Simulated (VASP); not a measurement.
# BN (P1) in VASP: notebook, part 2 of 2

VASP 6.6.1.

### 5 Single point, PBEsol (all N atoms moved +0.300 Å, as atom 2 along Cartesian [1 1 0])

INCAR

```
PREC     = Accurate       # precision mode
ENCUT    = 520            # plane-wave cutoff, eV
EDIFF    = 1E-7           # SCF threshold, eV
ISMEAR   = 0              # smearing method
SIGMA    = 0.05           # smearing width, eV
LREAL    = False          # projectors in reciprocal space
LASPH    = True           # aspherical terms in the spheres
NELM     = 100            # most SCF steps
ALGO     = Normal         # electronic algorithm
ISIF     = 2              # what is computed and relaxed
LWAVE    = False          # write WAVECAR
LCHARG   = False          # write CHGCAR
GGA      = PS             # functional
NBANDS   = 11             # bands
```

KPOINTS

```
Automatic mesh
0
Gamma
  12 12 12
```

POSCAR

```
BN
1.0
    1.2511217832      0.7223354983      3.3729344033
   -1.2511217832      0.7223354983      3.3729344033
    0.0000000000     -1.4446709967      3.3729344033
B N
1 1
Direct
    0.9996712000      0.9996712000      0.9996712000
    0.4664844024      0.2969309367      0.2348700609
```

Started as:

```bash
cat potpaw_PBE.64/B/POTCAR potpaw_PBE.64/N/POTCAR > POTCAR
mpirun -np 1 vasp_std > vasp.out
```

It took 3.1 min on 1 thread of Intel Xeon 6975P-C (Granite Rapids), shared host; peak memory 0.29 GiB.

It converged, with:

| Item | Value |
| --- | --- |
| Free energy | -15.8034 eV |
| Pressure | 45.2 GPa |
| Largest force | 20.372 eV/Å |
| Band gap on the k mesh | 1.65 eV, indirect (least direct gap 3.53 eV) |

Forces in eV/Å, atoms in the order of the input:
```
B    17.698  10.089   0.014
N   -17.698 -10.089  -0.014
```

Stress tensor (GPa, compression positive):
```
110.77  55.74   0.28
 55.74  24.52   0.10
  0.28   0.10   0.31
```

Levels at points of the mesh, in eV from the valence-band top:
```
           k point  band 2  band 3  band 4  band 5  band 6  band 7
(0.00, 0.00, 0.00)   -5.95   -5.69    0.00    3.53    7.01   11.65
(0.50, 0.00, 0.00)  -10.36   -4.34   -1.92    2.79    8.74   10.73
(0.00, 0.50, 0.00)  -10.24   -4.86   -2.80    4.55    5.95   11.35
(0.00, 0.00, 0.50)   -9.97   -6.30   -3.19    5.55    7.13   11.53
(0.50, 0.50, 0.00)   -9.86   -6.32   -3.74    4.49    6.97   12.45
(0.50, 0.00, 0.50)  -10.12   -4.88   -3.34    3.52    5.81   12.59
(0.00, 0.50, 0.50)  -10.23   -4.40   -2.37    1.65    8.75   12.46
(0.50, 0.50, 0.50)   -7.85   -5.65   -0.02    6.88    8.50    9.70
```

Caveat: the cell differs from its parent crystal (all N atoms moved +0.300 Å, as atom 2 along Cartesian [1 1 0]); the PAW data sets were made with another functional, which shifts forces and pressure a little. A k mesh can miss the band edges.

### 6 Single point, PBEsol (all N atoms moved -0.225 Å, as atom 2 along Cartesian [1 1 0])

INCAR

```
SYSTEM = BN
PREC     = Accurate       ! precision mode
ENCUT    = 520            ! plane-wave cutoff, eV
EDIFF    = 1E-6           ! SCF threshold, eV
ISMEAR   = 0              ! smearing method
SIGMA    = 0.05           ! smearing width, eV
LREAL    = .FALSE.        ! projectors in reciprocal space
LASPH    = .TRUE.         ! aspherical terms in the spheres
NELM     = 80             ! most SCF steps
ALGO     = Normal         ! electronic algorithm
ISIF     = 2              ! what is computed and relaxed
LWAVE    = .FALSE.        ! write WAVECAR
LCHARG   = .TRUE.         ! write CHGCAR
GGA      = PS             ! functional
LELF     = .TRUE.         ! ELF
LVHAR    = .TRUE.       
NBANDS   = 11             ! bands
```

KPOINTS

```
Automatic mesh
0
G
  12 12 12
  0 0 0
```

Changes to POSCAR since step 5:

```diff
@@ -9,2 +9,2 @@
     0.9996712000      0.9996712000      0.9996712000
-    0.4664844024      0.2969309367      0.2348700609
+    0.2324698482      0.3596349475      0.4061806043
```

Potentials or basis: VASP PAW PBE potentials, release 64 (B, N).

Started as:

```bash
cat potpaw_PBE.64/B/POTCAR potpaw_PBE.64/N/POTCAR > POTCAR
mpirun -np 1 vasp_std > vasp.out
```

It took 2.9 min on 1 thread of Intel Xeon 6975P-C (Granite Rapids), shared host; peak memory 0.29 GiB.

The run converged. Its results:

```yaml
Free_energy: -17.3929 eV
Pressure: 16.9 GPa
Largest_force: 7.582 eV/Å
Band_gap_on_the_k_mesh: 2.07 eV, indirect (least direct gap 3.75 eV)
```

Forces in eV/Å, atoms in the order of the input:
```
B   -3.283 -6.835  0.002
N    3.283  6.835 -0.002
```

Stress tensor (GPa, compression positive):
```
  3.68 -14.40   0.05
-14.40  46.76  -0.04
  0.05  -0.04   0.33
```

Levels at points of the mesh, in eV from the valence-band top:
| k point | band 1 | band 2 | band 3 | band 4 | band 5 | band 6 | band 7 | band 8 |
| --- | --- | --- | --- | --- | --- | --- | --- | --- |
| (0.00, 0.00, 0.00) | -18.93 | -5.50 | -4.96 | 0.00 | 3.75 | 7.72 | 12.21 | 13.19 |
| (0.50, 0.00, 0.00) | -15.54 | -9.65 | -6.69 | -2.66 | 5.79 | 8.47 | 11.80 | 13.77 |
| (0.00, 0.50, 0.00) | -16.01 | -10.28 | -4.26 | -1.75 | 3.70 | 7.14 | 11.51 | 13.46 |
| (0.00, 0.00, 0.50) | -16.11 | -10.34 | -4.12 | -1.43 | 3.12 | 8.04 | 11.35 | 13.46 |
| (0.50, 0.50, 0.00) | -16.05 | -10.21 | -4.17 | -1.96 | 2.07 | 7.96 | 12.93 | 15.88 |
| (0.50, 0.00, 0.50) | -15.94 | -10.16 | -4.30 | -2.31 | 2.67 | 7.06 | 12.93 | 16.12 |
| (0.00, 0.50, 0.50) | -15.47 | -9.53 | -6.73 | -3.23 | 4.69 | 8.44 | 12.58 | 15.96 |
| (0.50, 0.50, 0.50) | -18.67 | -7.46 | -4.97 | -0.01 | 7.42 | 8.82 | 11.17 | 14.31 |

Caveat: the cell differs from its parent crystal (all N atoms moved -0.225 Å, as atom 2 along Cartesian [1 1 0]); the PAW data sets were made with another functional, which shifts forces and pressure a little. A k mesh can miss the band edges.

### 7 Single point, PBEsol (all N atoms moved +0.150 Å, as atom 2 along Cartesian [1 1 0])

INCAR

```
PREC     = Accurate       # precision mode
ENCUT    = 520            # plane-wave cutoff, eV
EDIFF    = 1E-6           # SCF threshold, eV
ISMEAR   = 0              # smearing method
SIGMA    = 0.05           # smearing width, eV
LREAL    = F              # projectors in reciprocal space
LASPH    = T              # aspherical terms in the spheres
NELM     = 80             # most SCF steps
ALGO     = Normal         # electronic algorithm
ISIF     = 2              # what is computed and relaxed
LWAVE    = F              # write WAVECAR
LCHARG   = T              # write CHGCAR
GGA      = PS             # functional
LELF     = T              # ELF
LVHAR    = T            
NBANDS   = 11             # bands
```

KPOINTS

```
Automatic mesh
0
Gamma
  12 12 12
```

Changes to POSCAR since step 6:

```diff
@@ -9,2 +9,2 @@
     0.9996712000      0.9996712000      0.9996712000
-    0.2324698482      0.3596349475      0.4061806043
+    0.3996231012      0.3148463683      0.2838159305
```

Started as:

```bash
cat potpaw_PBE.64/B/POTCAR potpaw_PBE.64/N/POTCAR > POTCAR
mpirun -np 1 vasp_std > vasp.out
```

It took 3.5 min on 1 thread of Intel Xeon 6975P-C (Granite Rapids), shared host; peak memory 0.29 GiB.

Results (log left out):

```yaml
Free_energy: -17.7542 eV
Pressure: 10.6 GPa
Largest_force: 7.616 eV/Å
Band_gap_on_the_k_mesh: 2.92 eV, indirect (least direct gap 4.08 eV)
```

Forces on the atoms (eV/Å):
```
B    6.106  4.551  0.000
N   -6.106 -4.551  0.000
```

Stress tensor (GPa, compression positive):
```
29.92 17.51  0.06
17.51  1.50  0.02
 0.06  0.02  0.34
```

Levels at points of the mesh, in eV from the valence-band top:
```
           k point  band 1  band 2  band 3  band 4  band 5  band 6  band 7  band 8
(0.00, 0.00, 0.00)  -18.14   -4.66   -3.30    0.00    4.58    9.16   12.88   12.98
(0.50, 0.00, 0.00)  -15.22   -9.49   -3.70   -0.62    3.97    9.68   12.28   14.38
(0.00, 0.50, 0.00)  -14.99   -9.28   -4.38   -1.24    5.17    8.66   12.45   14.38
(0.00, 0.00, 0.50)  -14.88   -9.11   -4.97   -1.47    5.69    8.97   12.51   14.46
(0.50, 0.50, 0.00)  -14.81   -8.99   -5.02   -2.05    4.63    8.93   13.55   16.96
(0.50, 0.00, 0.50)  -14.92   -9.16   -4.42   -1.82    4.13    8.61   13.64   16.98
(0.00, 0.50, 0.50)  -15.16   -9.36   -3.76   -1.16    2.92    9.67   13.76   16.66
(0.50, 0.50, 0.50)  -17.88   -6.64   -3.30   -0.02    9.07    9.59   11.35   14.17
```

Caveat: the cell differs from its parent crystal (all N atoms moved +0.150 Å, as atom 2 along Cartesian [1 1 0]); the PAW data sets were made with another functional, which shifts forces and pressure a little.
